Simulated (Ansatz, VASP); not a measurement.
## Two plane-wave programs on SnSe2

```xyz
3
Lattice="3.8110 0.0000 0.0000 -1.9055 3.3004 0.0000 0.0000 0.0000 6.1370" Properties=species:S:1:pos:R:3 pbc="T T T"
Sn    0.0433    0.0433    0.0433
Se    0.0000    2.2003    1.5342
Se    1.9055    1.1001    4.6027
```

Change from the starting cell: all Sn atoms moved +0.075 Å, as atom 1 along Cartesian [1 1 1].

Alike in both runs: task single point; functional PBE; k mesh 12 × 12 × 6; occupations gaussian, width 0.05 eV; no spin polarisation.

|  | VASP | Ansatz |
| --- | --- | --- |
| version | VASP 6.6.1 | Ansatz 0.2.0 |
| potentials or method | VASP PAW PBE potentials, release 64 (Sn_d, Se), cutoff 520 eV | scalar-relativistic, plane waves, PAW |
| valence electrons in the cell | 26 | 46 |

VASP gave:

| Quantity | Value |
| --- | --- |
| gap on the k mesh at the Fermi level (eV) | 0.69 |
| least direct gap on the mesh (eV) | 1.07 |
| pressure (GPa) | 5.5 |
| traceless stress, the component that is largest in VASP (GPa) | 0.85 |
| rms of the force components (eV/Å) | 0.491 |

Problem. What did Ansatz give for the same quantities?

Solution. gap on the k mesh at the Fermi level (eV): 0.70; least direct gap on the mesh (eV): 1.08; pressure (GPa): 5.4; traceless stress, the component that is largest in VASP (GPa): 0.85; rms of the force components (eV/Å): 0.484.

Atom by atom the forces differ by 0.008 eV/Å (rms over components). With one functional, cell and mesh, what is left measures potentials, basis and numerics. VASP's potentials hold 26 valence electrons a cell and Ansatz's 46, so a difference there can come from the potentials and not from the codes.
